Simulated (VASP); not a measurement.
# Al15P17 (a cell with a defect) in VASP: single point with PBE

Aim: the single point of Al15P17 (a cell with a defect) with PBE.

Program: VASP 6.6.1. These are calculated values, not measurements. Logs are shortened: lines on timing, memory, paths and dates and some standing lists are left out, and cuts for length are marked.

## Step 1: The cell of the first run

The cell holds a defect, 32 atoms: a = 9.539 Å, b = 9.539 Å, c = 9.539 Å, α = 109.47°, β = 109.47°, γ = 109.47°.

## Step 2: Single point, PBE, collinear spin

INCAR reads:

```
SYSTEM = Al15P17
PREC     = Accurate       ! precision mode
ENCUT    = 520            ! plane-wave cutoff, eV
EDIFF    = 1E-6           ! SCF threshold, eV
ISMEAR   = 0              ! smearing method
SIGMA    = 0.01           ! smearing width, eV
LREAL    = Auto         
LASPH    = .TRUE.         ! aspherical terms in the spheres
NELM     = 150            ! most SCF steps
ALGO     = Normal         ! electronic algorithm
ISIF     = 2              ! what is computed and relaxed
LWAVE    = .FALSE.        ! write WAVECAR
LCHARG   = .FALSE.        ! write CHGCAR
ISPIN    = 2              ! spin polarisation
MAGMOM   = 0.2 0.2 0 0 0 0 0 0 0 0 0.2 0 0.2 0 0 0 0.2 0 0 0 0 0 0 0 0 0 0 0 0 0 0 0 ! initial moments
LORBIT   = 11             ! projections on sites
GGA      = PE             ! functional
NBANDS   = 91             ! bands
NELECT   = 129.0
```

KPOINTS reads:

```
Automatic mesh
0
Gamma
  2 2 2
  0.5 0.5 0.5
```

POSCAR reads:

```
Al15P17
1.0
   -5.5073398843      5.5073398843     -5.5073398843
    5.5073398843     -5.5073398843     -5.5073398843
   -5.5073398843     -5.5073398843      5.5073398843
P Al
17 15
Direct
    0.5000000000      0.2500000000      0.2500000000
    0.5000000000      0.0043487878      0.2500000000
    0.2501094287      0.0001094287      0.5016783237
   -0.0015688950     -0.0016783237      0.7484311050
    0.7498905713      0.7515688950      0.2500000000
    0.7516783237      0.0001094287      0.0001094287
    0.5000000000      0.7515688950      0.4998905713
    0.2483216763      0.7484311050      0.7484311050
    0.0015688950      0.4998905713      0.2500000000
   -0.0015688950      0.7484311050     -0.0016783237
    0.7456512122      0.4956512122      0.4956512122
    0.5000000000      0.4998905713      0.7515688950
    0.2543487878      0.2500000000      0.2500000000
    0.2501094287      0.5016783237      0.0001094287
    0.0015688950      0.2500000000      0.4998905713
    0.7498905713      0.2500000000      0.7515688950
    0.5000000000      0.2500000000      0.0043487878
    0.2529573632      0.2500000000      0.5029739195
    0.0000000000      0.2500000000      0.7500000000
    0.7529739195      0.0029573632      0.2500000000
    0.7529739195      0.2500000000      0.0029573632
    0.5000000000      0.0029573632      0.5029739195
    0.2470260805     -0.0029739195      0.7499834437
    0.0000000000      0.7500000000      0.2500000000
    0.9999834437      0.9970260805      0.9970260805
    0.7470426368      0.7500165563      0.4970426368
    0.5000000000      0.7500000000      0.7500000000
    0.2529573632      0.5029739195      0.2500000000
    0.2470260805      0.7499834437     -0.0029739195
    0.0000165563      0.4970426368      0.4970426368
    0.7470426368      0.4970426368      0.7500165563
    0.5000000000      0.5029739195      0.0029573632
```

Potentials or basis: VASP PAW PBE potentials, release 64 (P, Al).

On the command line:

```console
$ cat potpaw_PBE.64/P/POTCAR potpaw_PBE.64/Al/POTCAR > POTCAR
$ mpirun -np 1 vasp_std > vasp.out
```

OUTCAR:

```text
SYSTEM = Al15P17
   PREC = Accurate
   ENCUT = 520
   EDIFF = 1E-6
   ISMEAR = 0
   LREAL = Auto
   LASPH = .TRUE.
   NELM = 150
   ISIF = 2
   ISPIN = 2
   LORBIT = 11
   GGA = PE
   NELECT = 129.0

 ion  position               nearest neighbor table
   1  0.500  0.250  0.250-   2 2.34  11 2.34  13 2.34  17 2.34
   2  0.500  0.004  0.250-   1 2.34  29 2.42  22 2.42  20 2.42
   3  0.250  0.000  0.502-  18 2.37  22 2.37  23 2.39  24 2.39
   4  0.998  0.998  0.748-  23 2.37  25 2.37  26 2.39  19 2.39
   5  0.750  0.752  0.250-  32 2.37  26 2.37  20 2.39  24 2.39
   6  0.752  0.000  0.000-  20 2.37  21 2.37  25 2.39  27 2.39
[... 24 lines left out ...]
  31  0.747  0.497  0.750-  12 2.37  16 2.37  10 2.39  11 2.42
  32  0.500  0.503  0.003-   5 2.37  14 2.37  12 2.39  17 2.42

  LATTYP: Found a body centered cubic cell.
 ALAT       =    11.0146797686

  Lattice vectors:

 A1 = (  -5.5073398843,   5.5073398843,  -5.5073398843)
 A2 = (   5.5073398843,  -5.5073398843,  -5.5073398843)
 A3 = (  -5.5073398843,  -5.5073398843,   5.5073398843)

Analysis of symmetry for initial positions (statically):
=====================================================================
 Subroutine PRICEL returns:
 Original cell was already a primitive cell.

 Routine SETGRP: Setting up the symmetry group for a
 body centered cubic supercell.

 Subroutine GETGRP returns: Found 24 space group operations
 (whereof  2 operations were pure point group operations)
 out of a pool of 48 trial point group operations.

The static configuration has the point symmetry C_1h.
 The point group associated with its full space group is T_d .

Analysis of symmetry for dynamics (positions and initial velocities):
=====================================================================
 Subroutine PRICEL returns:
 Original cell was already a primitive cell.

 Routine SETGRP: Setting up the symmetry group for a
 body centered cubic supercell.

 Subroutine GETGRP returns: Found 24 space group operations
 (whereof  2 operations were pure point group operations)
 out of a pool of 48 trial point group operations.

The dynamic configuration has the point symmetry C_1h.
 The point group associated with its full space group is T_d .

Analysis of structural, dynamic, and magnetic symmetry:
=====================================================================
 Subroutine PRICEL returns:
 Original cell was already a primitive cell.

 Routine SETGRP: Setting up the symmetry group for a
 body centered cubic supercell.

 Subroutine GETGRP returns: Found 24 space group operations
 (whereof  2 operations were pure point group operations)
 out of a pool of 48 trial point group operations.

The overall configuration has the point symmetry C_1h.
 The point group associated with its full space group is T_d .

 Subroutine INISYM returns: Found 24 space group operations
 (whereof  2 operations are pure point group operations),
 and found     1 'primitive' translations

----------------------------------------------------------------------------------------

                                     Primitive cell

  volume of cell :     668.1679

  direct lattice vectors                    reciprocal lattice vectors
    -5.507339884  5.507339884 -5.507339884    -0.090787932  0.000000000 -0.090787932
     5.507339884 -5.507339884 -5.507339884     0.000000000 -0.090787932 -0.090787932
    -5.507339884 -5.507339884  5.507339884    -0.090787932 -0.090787932  0.000000000

  length of vectors
     9.538992494  9.538992494  9.538992494     0.128393525  0.128393525  0.128393525

  position of ions in fractional coordinates (direct lattice)
     0.500000000  0.250000000  0.250000000
     0.500000000  0.004348788  0.250000000
     0.250109429  0.000109429  0.501678324
     0.998431105  0.998321676  0.748431105
     0.749890571  0.751568895  0.250000000
     0.751678324  0.000109429  0.000109429
[... 24 lines left out ...]
     0.747042637  0.497042637  0.750016556
     0.500000000  0.502973920  0.002957363

  ion indices of the primitive-cell ions
   primitive index   ion index
                 1           1
                 2           2
                 3           3
                 4           4
                 5           5
[... 57 lines left out ...]
 -0.250000  0.250000  0.250000      6.000000
   k-points           NKPTS =      2   k-points in BZ     NKDIM =      2   number of bands    NBANDS=     91
   number of dos      NEDOS =    301   number of ions     NIONS =     32
   total plane-waves  NPLWV = 373248
   dimension x,y,z NGX =    72 NGY =   72 NGZ =   72
   dimension x,y,z NGXF=   144 NGYF=  144 NGZF=  144
   ions per type =              17  15
   NGX,Y,Z   is equivalent  to a cutoff of  12.55, 12.55, 12.55 a.u.
   NGXF,Y,Z  is equivalent  to a cutoff of  25.10, 25.10, 25.10 a.u.
 SYSTEM =  Al15P17
   PREC   = accura    normal or accurate (medium, high low for compatibility)
   ISTART =      0    job   : 0-new  1-cont  2-samecut
   ICHARG =      2    charge: 1-file 2-atom 10-const
   ISPIN  =      2    spin polarized calculation?
   LNONCOLLINEAR =      F non collinear calculations
   LSORBIT =      F    spin-orbit coupling
   LASPH  =      T    aspherical Exc in radial PAW
   ENCUT  =  520.0 eV  38.22 Ry    6.18 a.u.  17.74 17.74 17.74*2*pi/ulx,y,z
   NELM   =    150;   NELMIN=  2; NELMDL= -5     # of ELM steps
   EDIFF  = 0.1E-05   stopping-criterion for ELM
   LREAL  =      T    real-space projection
   EDIFFG = 0.1E-04   stopping-criterion for IOM
   NSW    =      0    number of steps for IOM
   IBRION =     -1    ionic relax: 0-MD 1-quasi-New 2-CG
   NFREE  =      0    steps in history (QN), initial steepest desc. (CG)
   ISIF   =      2    stress and relaxation
   ISYM   =      2    0-nonsym 1-usesym 2-fastsym
   POTIM  = 0.5000    time-step for ionic-motion
   TEBEG  =    0.0;   TEEND  =   0.0 temperature during run
   PSTRESS=    0.0 pullay stress
   NELECT =     129.0000    total number of electrons
   NUPDOWN=      -1.0000    fix difference up-down
   EMIN   =  10.00;   EMAX   =-10.00  energy-range for DOS
   EFERMI =   0.00;   METHOD = LEGACY
   ISMEAR =     0;   SIGMA  =   0.01  broadening in eV -4-tet -1-fermi 0-gaus
   EFERMI_NEDOS =   21; number of points for ismear=-14 and -15
   IALGO  =     38    algorithm
   IMIX   =      4    mixing-type and parameters
     AMIX     =   0.40;   BMIX     =  1.00
     AMIX_MAG =   1.60;   BMIX_MAG =  1.00
  volume/ion in A,a.u.               =      20.88       140.91
  Fermi-wavevector in a.u.,A,eV,Ry     =   0.946185  1.788031 12.180842  0.895267
  Thomas-Fermi vector in A             =   2.074159
   LORBIT       =     11    0 simple, 1 ext, 2 COOP (PROOUT), +10 PAW based schemes
   GGA     = PE    functional components
   LHFCALC =     F    Hartree Fock is set to
   AEXX    =    0.0000 exact exchange contribution
   IVDW    =     0    specifies the selected vdW correction
   LEPSILON=     F    determine dielectric tensor
   LRPA    =     F    only Hartree local field effects (RPA)
 spin polarized calculation
 Gauss-broadening in eV      SIGMA  =   0.01
  energy-cutoff  :      520.00
  volume of cell :      668.17
 maximum number of plane-waves:     18000
 NGX is ok and might be reduce to    70
   NGX = 35   NGY = 35   NGZ = 35

 number of electron     129.0000012 magnetization       0.4999887

 Free energy of the ion-electron system (eV)
  ---------------------------------------------------
  ext. energy  EPLUGINS =         0.00000000
  ---------------------------------------------------
  free energy    TOTEN  =      -170.33195547 eV

  energy without entropy =     -170.33002720  energy(sigma->0) =     -170.33099134

 E-fermi :   5.6838     XC(G=0):  -9.0993

 val. band max:        5.6807477252   @ k =  -0.2500   0.2500   0.2500
 cond. band min:       5.7841716620   @ k =  -0.2500   0.2500   0.2500
 fundamental gap:      0.1034239367
 Fermi energy:         5.6837934272

 spin component 1

 k-point     1 :       0.2500    0.2500    0.2500
  band No.  band energies     occupation
      1      -8.1719      1.00000
      2      -6.3745      1.00000
      3      -6.3745      1.00000
      4      -6.3745      1.00000
      5      -5.6640      1.00000
      6      -5.5090      1.00000
[... 147 lines left out ...]
     75       7.8830      0.00000
     76       7.8899      0.00000
 Fermi energy:         5.6837934272

 spin component 2

 k-point     1 :       0.2500    0.2500    0.2500
  band No.  band energies     occupation
      1      -8.1079      1.00000
      2      -6.3566      1.00000
      3      -6.3566      1.00000
      4      -6.3566      1.00000
      5      -5.6536      1.00000
      6      -5.4623      1.00000
[... 147 lines left out ...]
     75       7.9000      0.00000
     76       7.9088      0.00000
 [bands above 76 left out]

------------------------ aborting loop because EDIFF is reached ----------------------------------------

  FORCE on cell =-STRESS in cart. coord.  units (eV):
  Direction    XX          YY          ZZ          XY          YZ          ZX
  --------------------------------------------------------------------------------------
  -------------------------------------------------------------------------------------
  Total      -10.7816283    -10.7816283    -10.7816283     -0.0000000     -0.0000000     -0.0000000
  in kB      -25.8529024    -25.8529024    -25.8529024     -0.0000000     -0.0000000     -0.0000000
  external PRESSURE =     -25.8529024 kB  Pullay stress =       0.0000000 kB

 VOLUME and BASIS-vectors are now :
 -----------------------------------------------------------------------------
  energy-cutoff  :      520.00
  volume of cell :      668.17
      direct lattice vectors                 reciprocal lattice vectors
    -5.507339884  5.507339884 -5.507339884    -0.090787932  0.000000000 -0.090787932
     5.507339884 -5.507339884 -5.507339884     0.000000000 -0.090787932 -0.090787932
    -5.507339884 -5.507339884  5.507339884    -0.090787932 -0.090787932  0.000000000

 POSITION                                       TOTAL-FORCE (eV/Angst)
 -----------------------------------------------------------------------------------
     -2.75367      0.00000     -2.75367         0.000000      0.000000      0.000000
     -4.10655      1.35288     -1.40079        -0.004466      0.004466      0.004466
     -4.13975     -1.38608      1.38487        -0.000503     -0.000503      0.000591
     -4.12247     -4.12126     -6.87493         0.000591      0.000503      0.000503
     -1.36759     -1.38608     -6.89221         0.000503     -0.000503     -0.000591
     -4.13975      4.13854     -4.13975        -0.000503      0.000591     -0.000503
[... 24 lines left out ...]
     -5.50743     -2.75376     -2.72100        -0.005059     -0.005059      0.002461
      0.00009     -0.03267     -5.50743         0.005059     -0.002461     -0.005059
 -----------------------------------------------------------------------------------
    total drift:                                0.000000      0.000000      0.000000

  FREE ENERGIE OF THE ION-ELECTRON SYSTEM (eV)
  ---------------------------------------------------
  free  energy   TOTEN  =      -170.3319554745 eV

  energy  without entropy=     -170.3300271955  energy(sigma->0) =     -170.33099134

 total charge

# of ion       s       p       d       tot
------------------------------------------
    1        1.118   1.254   0.000   2.372
    2        1.026   1.496   0.000   2.522
    3        1.010   1.572   0.000   2.582
    4        1.010   1.572   0.000   2.582
    5        1.010   1.572   0.000   2.582
    6        1.010   1.572   0.000   2.582
[... 24 lines left out ...]
   31        0.392   0.369   0.000   0.762
   32        0.392   0.369   0.000   0.762
--------------------------------------------------
tot         23.227  31.640   0.000  54.866

 magnetization (x)

# of ion       s       p       d       tot
------------------------------------------
    1        0.055  -0.001   0.000   0.053
    2        0.003   0.027   0.000   0.031
    3        0.000   0.002   0.000   0.002
    4        0.000   0.002   0.000   0.002
    5        0.000   0.002   0.000   0.002
    6        0.000   0.002   0.000   0.002
[... 24 lines left out ...]
   31       -0.000  -0.000   0.000  -0.000
   32       -0.000  -0.000   0.000  -0.000
--------------------------------------------------
tot          0.076   0.133   0.000   0.209
```

Wall time 17 min (1 thread of Intel Xeon 8259CL, shared host); peak memory 1.1 GiB.

What came out:

```
Free energy                                           : -170.3320 eV
Largest force                                         : 0.008 eV/Å
Net moment                                            : 0.50 μB per cell
Site moments                                          : P +0.05, +0.03, +0.00 (each value once); Al -0.00, +0.00 (each value once) μB
Valence electrons inside the program's atomic spheres : P 2.37, 2.52, 2.58 (each value once); Al 0.76
```

Forces in eV/Å, atoms in the order of the input:
```
P    0.000  0.000  0.000
P   -0.004  0.004  0.004
P   -0.001 -0.001  0.001
P    0.001  0.001  0.001
P    0.001 -0.001 -0.001
P   -0.001  0.001 -0.001
P    0.001 -0.001 -0.001
P    0.001  0.001  0.001
P   -0.001  0.001 -0.001
P    0.001  0.001  0.001
P   -0.004 -0.004 -0.004
P   -0.001 -0.001  0.001
P    0.004 -0.004  0.004
P    0.001 -0.001 -0.001
P   -0.001  0.001 -0.001
P   -0.001 -0.001  0.001
P    0.004  0.004 -0.004
Al  -0.002 -0.005  0.005
Al   0.000  0.000  0.000
Al  -0.005  0.005 -0.002
Al  -0.002  0.005 -0.005
Al  -0.005 -0.002  0.005
Al   0.005  0.005  0.002
Al   0.000  0.000  0.000
Al   0.005  0.002  0.005
Al   0.002 -0.005 -0.005
Al   0.000  0.000  0.000
Al   0.005 -0.005 -0.002
Al   0.002  0.005  0.005
Al  -0.005  0.002 -0.005
Al  -0.005 -0.005  0.002
Al   0.005 -0.002 -0.005
```

Caveat: the k points lie up to 0.40 Å⁻¹ apart; the cell carries a net charge on a neutralising background, which shifts energy and pressure; the cell is charged against a uniform background, so pressure and absolute levels hang on convention.
